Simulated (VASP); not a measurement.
# TaN (zincblende type) (F-43m) in VASP: a series of runs

Runs on TaN (zincblende type). Level: PBE. Tasks: single point, relaxation of cell and atoms.

All numbers are computed with VASP 6.6.1; they aren't measurements. Logs are shortened: lines on timing, memory, paths and dates and some standing lists are left out, and cuts for length are marked.

## Step 1: The cell of the first run

The structure is cubic, space group F-43m (No. 216). Conventional cell: a = 4.109 Å, b = 4.109 Å, c = 4.109 Å, α = 90.00°, β = 90.00°, γ = 90.00°. Within 2.4 Å of Ta (site symmetry -43m) lie 4 N at 1.78 Å. Within 2.4 Å of N (site symmetry -43m) lie 4 Ta at 1.78 Å.

## Step 2: Single point, PBE

Input file INCAR:

```
  PREC = Accurate
  ENCUT = 520
  EDIFF = 1E-7
  ISMEAR = -1
  SIGMA = 0.1
  LREAL = False
  LASPH = True
  NELM = 80
  ALGO = Normal
  ISIF = 2
  LWAVE = False
  LCHARG = True
  GGA = PE
  LELF = True
  LVHAR = True
  NBANDS = 15
```

Input file KPOINTS:

```
Automatic mesh
0
Gamma
  16 16 16
```

Input file POSCAR:

```
TaN
1.0
    0.0000000000      2.0546111331      2.0546111331
    2.0546111331      0.0000000000      2.0546111331
    2.0546111331      2.0546111331      0.0000000000
Ta N
1 1
Direct
    0.0000000000      0.0000000000      0.0000000000
    0.2500000000      0.2500000000      0.2500000000
```

Potentials or basis: VASP PAW PBE potentials, release 64 (Ta_pv, N).

Started as:

```sh
> cat potpaw_PBE.64/Ta_pv/POTCAR potpaw_PBE.64/N/POTCAR > POTCAR
> mpirun -np 1 vasp_std > vasp.out
```

OUTCAR:

```text
PREC = Accurate
   ENCUT = 520
   EDIFF = 1E-7
   ISMEAR = -1
   LREAL = False
   LASPH = True
   NELM = 80
   ISIF = 2
   GGA = PE

 ion  position               nearest neighbor table
   1  0.000  0.000  0.000-   2 1.78   2 1.78   2 1.78   2 1.78
   2  0.250  0.250  0.250-   1 1.78   1 1.78   1 1.78   1 1.78

  LATTYP: Found a face centered cubic cell.
 ALAT       =     4.1092222662

  Lattice vectors:

 A1 = (   0.0000000000,   2.0546111331,   2.0546111331)
 A2 = (   2.0546111331,   0.0000000000,   2.0546111331)
 A3 = (   2.0546111331,   2.0546111331,   0.0000000000)

Analysis of symmetry for initial positions (statically):
=====================================================================
 Subroutine PRICEL returns:
 Original cell was already a primitive cell.

 Routine SETGRP: Setting up the symmetry group for a
 face centered cubic supercell.

 Subroutine GETGRP returns: Found 24 space group operations
 (whereof 24 operations were pure point group operations)
 out of a pool of 48 trial point group operations.

The static configuration has the point symmetry T_d .

Analysis of symmetry for dynamics (positions and initial velocities):
=====================================================================
 Subroutine PRICEL returns:
 Original cell was already a primitive cell.

 Routine SETGRP: Setting up the symmetry group for a
 face centered cubic supercell.

 Subroutine GETGRP returns: Found 24 space group operations
 (whereof 24 operations were pure point group operations)
 out of a pool of 48 trial point group operations.

The dynamic configuration has the point symmetry T_d .

 Subroutine INISYM returns: Found 24 space group operations
 (whereof 24 operations are pure point group operations),
 and found     1 'primitive' translations

----------------------------------------------------------------------------------------

                                     Primitive cell

  volume of cell :      17.3468

  direct lattice vectors                    reciprocal lattice vectors
     0.000000000  2.054611133  2.054611133    -0.243355052  0.243355052  0.243355052
     2.054611133  0.000000000  2.054611133     0.243355052 -0.243355052  0.243355052
     2.054611133  2.054611133  0.000000000     0.243355052  0.243355052 -0.243355052

  length of vectors
     2.905658930  2.905658930  2.905658930     0.421503315  0.421503315  0.421503315

  position of ions in fractional coordinates (direct lattice)
     0.000000000  0.000000000  0.000000000
     0.250000000  0.250000000  0.250000000

  ion indices of the primitive-cell ions
   primitive index   ion index
                 1           1
                 2           2

----------------------------------------------------------------------------------------

 KPOINTS: Automatic mesh

Automatic generation of k-mesh.
 Grid dimensions read from file:
 generate k-points for:   16   16   16

 Generating k-lattice:

  Cartesian coordinates                     Fractional coordinates (reciprocal lattice)
    -0.015209691  0.015209691  0.015209691     0.062500000  0.000000000  0.000000000
     0.015209691 -0.015209691  0.015209691     0.000000000  0.062500000  0.000000000
     0.015209691  0.015209691 -0.015209691     0.000000000  0.000000000  0.062500000

  Length of vectors
     0.026343957  0.026343957  0.026343957

  Shift w.r.t. Gamma in fractional coordinates (k-lattice)
     0.000000000  0.000000000  0.000000000

 Subroutine IBZKPT returns following result:
 ===========================================

 Found    145 irreducible k-points:

 Following reciprocal coordinates:
            Coordinates               Weight
  0.000000  0.000000  0.000000      1.000000
  0.062500  0.000000  0.000000      8.000000
  0.125000  0.000000  0.000000      8.000000
  0.187500  0.000000  0.000000      8.000000
  0.250000  0.000000  0.000000      8.000000
  0.312500  0.000000  0.000000      8.000000
[... 16 lines left out ...]
 -0.125000  0.062500  0.000000     24.000000
 -0.062500  0.062500  0.000000     12.000000
 [... further k-points ...]
   k-points           NKPTS =    145   k-points in BZ     NKDIM =    145   number of bands    NBANDS=     15
   number of dos      NEDOS =    301   number of ions     NIONS =      2
   total plane-waves  NPLWV =  13824
   dimension x,y,z NGX =    24 NGY =   24 NGZ =   24
   dimension x,y,z NGXF=    48 NGYF=   48 NGZF=   48
   ions per type =               1   1
   NGX,Y,Z   is equivalent  to a cutoff of  13.73, 13.73, 13.73 a.u.
   NGXF,Y,Z  is equivalent  to a cutoff of  27.46, 27.46, 27.46 a.u.
 SYSTEM =  unknown system
   PREC   = accura    normal or accurate (medium, high low for compatibility)
   ISTART =      0    job   : 0-new  1-cont  2-samecut
   ICHARG =      2    charge: 1-file 2-atom 10-const
   ISPIN  =      1    spin polarized calculation?
   LNONCOLLINEAR =      F non collinear calculations
   LSORBIT =      F    spin-orbit coupling
   LASPH  =      T    aspherical Exc in radial PAW
   ENCUT  =  520.0 eV  38.22 Ry    6.18 a.u.   5.40  5.40  5.40*2*pi/ulx,y,z
   NELM   =     80;   NELMIN=  2; NELMDL= -5     # of ELM steps
   EDIFF  = 0.1E-06   stopping-criterion for ELM
   LREAL  =      F    real-space projection
   EDIFFG = 0.1E-05   stopping-criterion for IOM
   NSW    =      0    number of steps for IOM
   IBRION =     -1    ionic relax: 0-MD 1-quasi-New 2-CG
   NFREE  =      0    steps in history (QN), initial steepest desc. (CG)
   ISIF   =      2    stress and relaxation
   ISYM   =      2    0-nonsym 1-usesym 2-fastsym
   POTIM  = 0.5000    time-step for ionic-motion
   TEBEG  =    0.0;   TEEND  =   0.0 temperature during run
   PSTRESS=    0.0 pullay stress
   NELECT =      16.0000    total number of electrons
   NUPDOWN=      -1.0000    fix difference up-down
   EMIN   =  10.00;   EMAX   =-10.00  energy-range for DOS
   EFERMI =   0.00;   METHOD = LEGACY
   ISMEAR =    -1;   SIGMA  =   0.10  broadening in eV -4-tet -1-fermi 0-gaus
   EFERMI_NEDOS =   21; number of points for ismear=-14 and -15
   IALGO  =     38    algorithm
   IMIX   =      4    mixing-type and parameters
     AMIX     =   0.40;   BMIX     =  1.00
     AMIX_MAG =   1.60;   BMIX_MAG =  1.00
  volume/ion in A,a.u.               =       8.67        58.53
  Fermi-wavevector in a.u.,A,eV,Ry     =   1.593585  3.011439 34.552167  2.539513
  Thomas-Fermi vector in A             =   2.691792
   LORBIT       =      0    0 simple, 1 ext, 2 COOP (PROOUT), +10 PAW based schemes
   GGA     = PE    functional components
   LHFCALC =     F    Hartree Fock is set to
   AEXX    =    0.0000 exact exchange contribution
   IVDW    =     0    specifies the selected vdW correction
   LEPSILON=     F    determine dielectric tensor
   LRPA    =     F    only Hartree local field effects (RPA)
 non-spin polarized calculation
  energy-cutoff  :      520.00
  volume of cell :       17.35
 maximum number of plane-waves:       489
 NGX is ok and might be reduce to    24
   NGX = 11   NGY = 11   NGZ = 11

 number of electron      16.0000000 magnetization

 Free energy of the ion-electron system (eV)
  ---------------------------------------------------
  ext. energy  EPLUGINS =         0.00000000
  ---------------------------------------------------
  free energy    TOTEN  =       -15.92696996 eV

  energy without entropy =      -15.90598438  energy(sigma->0) =      -15.91647717

 E-fermi :  11.7430     XC(G=0): -14.3272

 val. band max:       11.7417697698   @ k =   0.2500   0.0000   0.0000
 cond. band min:      11.7591489225   @ k =   0.1875   0.0000   0.0000
 fundamental gap:      0.0173791527
 Fermi energy:        11.7429521964

 k-point     1 :       0.0000    0.0000    0.0000
  band No.  band energies     occupation
      1     -23.1816      2.00000
      2     -23.1816      2.00000
      3     -23.1816      2.00000
      4      -8.8383      2.00000
      5       1.3924      2.00000
      6       1.3924      2.00000
      7       1.3924      2.00000
      8      11.2229      1.98903
      9      12.4398      0.00188
     10      12.4398      0.00188
     11      19.8704      0.00000
     12      19.8704      0.00000
     13      19.8704      0.00000
     14      25.4780      0.00000
     15      28.6924      0.00000

 k-point     2 :       0.0625    0.0000    0.0000
  band No.  band energies     occupation
      1     -23.2825      2.00000
      2     -23.1932      2.00000
      3     -23.1932      2.00000
      4      -8.6985      2.00000
      5       1.3398      2.00000
      6       1.4568      2.00000
      7       1.4568      2.00000
      8      11.4759      1.87051
      9      12.3033      0.00735
     10      12.3033      0.00735
     11      19.6913      0.00000
     12      20.1512      0.00000
     13      20.1512      0.00000
     14      25.4772      0.00000
     15      28.4112      0.00000

 k-point     3 :       0.1250    0.0000    0.0000
  band No.  band energies     occupation
      1     -23.5597      2.00000
      2     -23.2263      2.00000
      3     -23.2263      2.00000
      4      -8.3223      2.00000
      5       1.2471      2.00000
      6       1.6345      2.00000
      7       1.6345      2.00000
      8      12.0047      0.13605
      9      12.0047      0.13605
     10      12.1360      0.03849
     11      19.3023      0.00000
     12      20.8263      0.00000
     13      20.8263      0.00000
     14      25.4733      0.00000
     15      27.1134      0.00000
[... 343 lines left out ...]
 k-point    23 :      -0.1250    0.0625    0.0000
  band No.  band energies     occupation
      1     -23.7223      2.00000
      2     -23.3086      2.00000
      3     -23.2255      2.00000
      4      -8.0591      2.00000
      5       1.1392      2.00000
      6       1.6977      2.00000
      7       1.9068      2.00000
      8      11.4262      1.91920
      9      12.1888      0.02290
     10      12.6397      0.00025
     11      19.3782      0.00000
     12      20.6456      0.00000
     13      21.5520      0.00000
     14      25.4665      0.00000
     15      26.4097      0.00000

 k-point    24 :      -0.0625    0.0625    0.0000
  band No.  band energies     occupation
      1     -23.4239      2.00000
      2     -23.2442      2.00000
      3     -23.1979      2.00000
      4      -8.4791      2.00000
      5       1.2294      2.00000
      6       1.5200      2.00000
      7       1.6449      2.00000
      8      11.8521      0.50266
      9      11.8692      0.44120
     10      12.3739      0.00363
     11      19.6778      0.00000
     12      20.1251      0.00000
     13      20.7679      0.00000
     14      25.4757      0.00000
     15      27.8569      0.00000

 [... further k-points ...]
[... 5 lines left out ...]
  --------------------------------------------------------------------------------------
  -------------------------------------------------------------------------------------
  Total       29.2772543     29.2772543     29.2772543      0.0000000      0.0000000      0.0000000
  in kB     2704.0954655   2704.0954655   2704.0954655      0.0000000      0.0000000      0.0000000
  external PRESSURE =    2704.0954655 kB  Pullay stress =       0.0000000 kB

 VOLUME and BASIS-vectors are now :
 -----------------------------------------------------------------------------
  energy-cutoff  :      520.00
  volume of cell :       17.35
      direct lattice vectors                 reciprocal lattice vectors
     0.000000000  2.054611133  2.054611133    -0.243355052  0.243355052  0.243355052
     2.054611133  0.000000000  2.054611133     0.243355052 -0.243355052  0.243355052
     2.054611133  2.054611133  0.000000000     0.243355052  0.243355052 -0.243355052

 POSITION                                       TOTAL-FORCE (eV/Angst)
 -----------------------------------------------------------------------------------
      0.00000      0.00000      0.00000        -0.000000     -0.000000     -0.000000
      1.02731      1.02731      1.02731         0.000000      0.000000      0.000000
 -----------------------------------------------------------------------------------
    total drift:                                0.000000      0.000000      0.000000

  FREE ENERGIE OF THE ION-ELECTRON SYSTEM (eV)
  ---------------------------------------------------
  free  energy   TOTEN  =       -15.9269699590 eV

  energy  without entropy=      -15.9059843838  energy(sigma->0) =      -15.91647717
```

It took 19 s on 1 thread of Intel Xeon Platinum 8488C (Sapphire Rapids), shared host; peak memory 0.17 GiB.

What came out:

| Quantity | Value |
| --- | --- |
| Free energy | -15.9270 eV |
| Pressure | 270.4 GPa |
| Band gap on the k mesh | zero (band 8 reaches 12.74 eV, above the bottom of band 9 at 11.36 eV) |

Caveat: spin-orbit coupling is left out, which moves the levels of the heavy elements.

## Step 3: Single point, PBE

This run uses another cell than the first one, of 8.71 Å³/atom, 1.004 times its volume.

Input file INCAR:

```
SYSTEM = TaN
PREC = Accurate ; ENCUT = 520
EDIFF = 1E-7 ; ISMEAR = -1
SIGMA = 0.1 ; LREAL = .FALSE.
LASPH = .TRUE. ; NELM = 80
ALGO = Normal ; ISIF = 2
LWAVE = .FALSE. ; LCHARG = .FALSE.
GGA = PE ; NBANDS = 15
```

Input file KPOINTS:

```
regular mesh
0
G
  16 16 16
  0 0 0
```

Input file POSCAR:

```
TaN
1.0
    0.0000000000      2.0576287323      2.0576287323
    2.0576287323      0.0000000000      2.0576287323
    2.0576287323      2.0576287323      0.0000000000
Ta N
1 1
Direct
    0.0000000000      0.0000000000      0.0000000000
    0.2500000000      0.2500000000      0.2500000000
```

Potentials or basis: VASP PAW PBE potentials, release 64 (Ta_pv, N).

Started as:

```sh
> cat potpaw_PBE.64/Ta_pv/POTCAR potpaw_PBE.64/N/POTCAR > POTCAR
> mpirun -np 1 vasp_std > vasp.out
```

Run time: 35 s. Hardware: 1 thread of Intel Xeon Platinum 8488C (Sapphire Rapids), shared host; peak memory 0.16 GiB.

The run converged. Its results:

| Item | Value |
| --- | --- |
| Free energy | -16.0551 eV |
| Pressure | 265.4 GPa |
| Band gap on the k mesh | zero (band 8 reaches 12.68 eV, above the bottom of band 9 at 11.31 eV) |

Levels at points of the mesh, in eV from the Fermi level:
```
           k point  band 4  band 5  band 6  band 7  band 8  band 9  band 10  band 11  band 12  band 13
(0.00, 0.00, 0.00)  -20.55  -10.31  -10.31  -10.31   -0.53    0.70     0.70     8.11     8.11     8.11
(0.50, 0.00, 0.00)  -18.35   -9.14   -9.14   -7.87    0.77    2.01     2.01     4.84     6.45     6.45
(0.50, 0.50, 0.00)  -17.43  -12.21   -5.62   -5.62   -2.87    2.10     4.09     5.29     5.29    13.71
```

Caveat: spin-orbit coupling is left out, which moves the levels of the heavy elements.

## Step 4: Relaxation of cell and atoms, PBE, target pressure 260 GPa, at which the enthalpy is minimised

This run uses another cell than the first one, of 8.25 Å³/atom, 0.951 times its volume.

Input file INCAR:

```
SYSTEM = TaN
ALGO = Normal
EDIFF = 1E-7
EDIFFG = -0.005
ENCUT = 600
GGA = PE
IBRION = 2
ISIF = 3
ISMEAR = -1
LASPH = .TRUE.
LCHARG = .FALSE.
LREAL = .FALSE.
LWAVE = .FALSE.
NELM = 100
NSW = 60
PREC = Accurate
PSTRESS = 2600.0
SIGMA = 0.1
```

Input file KPOINTS:

```
k-points
0
G
  16 16 16
  0 0 0
```

Input file POSCAR:

```
TaN
1.0
    0.0000000000      2.0205002968      2.0205002968
    2.0205002968      0.0000000000      2.0205002968
    2.0205002968      2.0205002968      0.0000000000
Ta N
1 1
Direct
    0.0000000000      0.0000000000      0.0000000000
    0.2500000000      0.2500000000      0.2500000000
```

Started as:

```sh
> cat potpaw_PBE.64/Ta_pv/POTCAR potpaw_PBE.64/N/POTCAR > POTCAR
> mpirun -np 1 vasp_std > vasp.out
```

Wall time 2.9 min (1 thread of Intel Xeon Platinum 8488C (Sapphire Rapids), shared host); peak memory 0.18 GiB.

It converged, with:

| Property | Result |
| --- | --- |
| Free energy | -16.1951 eV |
| Relaxed volume | 8.75 Å³/atom |
| Relaxed cell | a = 2.915 Å, b = 2.915 Å, c = 2.915 Å, α = 60.00°, β = 60.00°, γ = 60.00° |
| Space group after relaxing (to 0.05 Å) | F-43m (No. 216) |
| Energy change on relaxing (the enthalpy is what falls) | -930.2 meV/atom |
| Ionic steps | 16 |
| Pressure after relaxing | 259.9 GPa |
| Band gap on the k mesh | zero (band 8 reaches 12.61 eV, above the bottom of band 9 at 11.26 eV) |

The path:
```csv
step,energy change (eV),largest force (eV/Å),pressure (GPa),volume (Å³)
1,0.0000,0.0000,332.84,16.50
2,-7.1679,0.0000,-2.90,27.17
3,-2.3167,0.0000,241.90,17.80
4,-1.8776,0.0000,259.26,17.52
5,-1.8438,0.0000,260.59,17.50
6,-1.8448,0.0000,260.57,17.50
7,-1.8476,0.0000,260.45,17.50
8,-1.8476,0.0000,260.44,17.50
9,-1.8476,0.0000,260.44,17.50
10,-1.8477,0.0000,260.44,17.50
11,-1.8479,0.0000,260.43,17.50
12,-1.8483,0.0000,260.42,17.50
13,-1.8491,0.0000,260.40,17.50
14,-1.8508,0.0000,260.32,17.50
15,-1.8540,0.0000,260.19,17.50
16,-1.8605,0.0000,259.94,17.51
```

Final structure:
```xyz
2
Lattice="0.0000 2.0609 2.0609 2.0609 0.0000 2.0609 2.0609 2.0609 0.0000" Properties=species:S:1:pos:R:3 pbc="T T T"
Ta    0.0000    0.0000    0.0000
N     1.0305    1.0305    1.0305
```

Levels at points of the mesh, in eV from the Fermi level:
| k point | band 4 | band 5 | band 6 | band 7 | band 8 | band 9 | band 10 | band 11 | band 12 |
| --- | --- | --- | --- | --- | --- | --- | --- | --- | --- |
| (0.00, 0.00, 0.00) | -20.52 | -10.27 | -10.27 | -10.27 | -0.54 | 0.70 | 0.70 | 8.08 | 8.08 |
| (0.50, 0.00, 0.00) | -18.33 | -9.10 | -9.10 | -7.87 | 0.76 | 2.00 | 2.00 | 4.83 | 6.42 |
| (0.50, 0.50, 0.00) | -17.42 | -12.16 | -5.62 | -5.62 | -2.88 | 2.09 | 4.06 | 5.26 | 5.26 |

Caveat: the cell is relaxed towards a set pressure, so the enthalpy falls and the energy may rise; spin-orbit coupling is left out, which moves the levels of the heavy elements.

## Step 5: Overview

| task | cell | cutoff (eV) | gap on the mesh (eV) | pressure (GPa) |
| --- | --- | --- | --- | --- |
| single point | a = 2.906 Å, angles 60.0°, 2 atoms | 520 | none | 270.4 |
| single point | a = 2.910 Å, angles 60.0°, 2 atoms | 520 | none | 265.4 |
| relaxation of cell and atoms | relaxed to 260 GPa from a = 2.857 Å, angles 60.0°, 2 atoms | 600 | none | 259.9 |

Alike in all rows: level PBE; potentials or basis VASP PAW PBE potentials, release 64 (Ta_pv, N); no spin polarisation; k mesh 16 × 16 × 16; smearing fermi-dirac 0.1 eV.

Caveats: spin-orbit coupling is left out, which moves the levels of the heavy elements; the cell is relaxed towards a set pressure, so the enthalpy falls and the energy may rise (some runs).

Absolute energies hang on the potentials; compare differences alone.
